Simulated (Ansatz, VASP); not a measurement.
Two plane-wave programs on Zn

Contents of INCAR:

```
PREC     = Accurate       # precision mode
ENCUT    = 520            # plane-wave cutoff, eV
EDIFF    = 1E-7           # SCF threshold, eV
ISMEAR   = 0              # smearing method
SIGMA    = 0.15           # smearing width, eV
LREAL    = False          # projectors in reciprocal space
LASPH    = True           # aspherical terms in the spheres
NELM     = 80             # most SCF steps
ALGO     = Fast           # electronic algorithm
ISIF     = 2              # what is computed and relaxed
LWAVE    = False          # write WAVECAR
LCHARG   = True           # write CHGCAR
GGA      = PE             # functional
LELF     = True           # ELF
LVHAR    = True         
NBANDS   = 19             # bands
```

File KPOINTS:

```
Automatic mesh
0
Gamma
  24 24 10
```

Contents of POSCAR:

```
Zn
1.0
    2.7713899753      0.0000000000      0.0000000000
   -1.3856949877      2.4000941224      0.0000000000
    0.0000000000      0.0000000000      5.1445680000
Zn
2
Direct
    0.3333333333      0.6666666667      0.2500000000
    0.6666666667      0.3333333333      0.7500000000
```

Input for Ansatz:

```yaml
crystal:
  lattice:
    - [2.7713899753, 0.0, 0.0]
    - [-1.3856949877, 2.4000941224, 0.0]
    - [0.0, 0.0, 5.144568]
  atoms:
    - { symbol: Zn, position: [0.3333333333, 0.6666666667, 0.25] }
    - { symbol: Zn, position: [0.6666666667, 0.3333333333, 0.75] }
basis:
  ecutwfc: 420
kpoints:
  mp_grid: { grid: [24, 24, 10] }
hamiltonian:
  xc: pbe
scf:
  occupations: { method: gaussian, width: 0.15 }
output:
  forces: true
  stress: true
  eigenvalues: true
  write_density: true
  write_potential: true
  elf: true
  volumetric_format: npy
```

Change from the starting cell: strain +0.040 along x and y, +0.040 along z, atoms carried along.

Alike in both runs: task single point; functional PBE; k mesh 24 × 24 × 10; occupations gaussian, width 0.15 eV; no spin polarisation.

```csv
,VASP,Ansatz
version,VASP 6.6.1,Ansatz 0.2.0
potentials or method,"VASP PAW PBE potentials, release 64 (Zn), cutoff 520 eV","scalar-relativistic, plane waves, PAW"
valence electrons in the cell,24,24
```

|  | VASP | Ansatz | Ansatz less VASP |
| --- | --- | --- | --- |
| gap on the k mesh at the Fermi level (eV) | none | none | - |
| pressure (GPa) | -6.3 | -6.5 | -0.15 |
| traceless stress, the component that is largest in VASP (GPa) | 2.36 | 2.44 | +0.086 |

A gap of «none» marks a metal or a gap that the smearing closes.
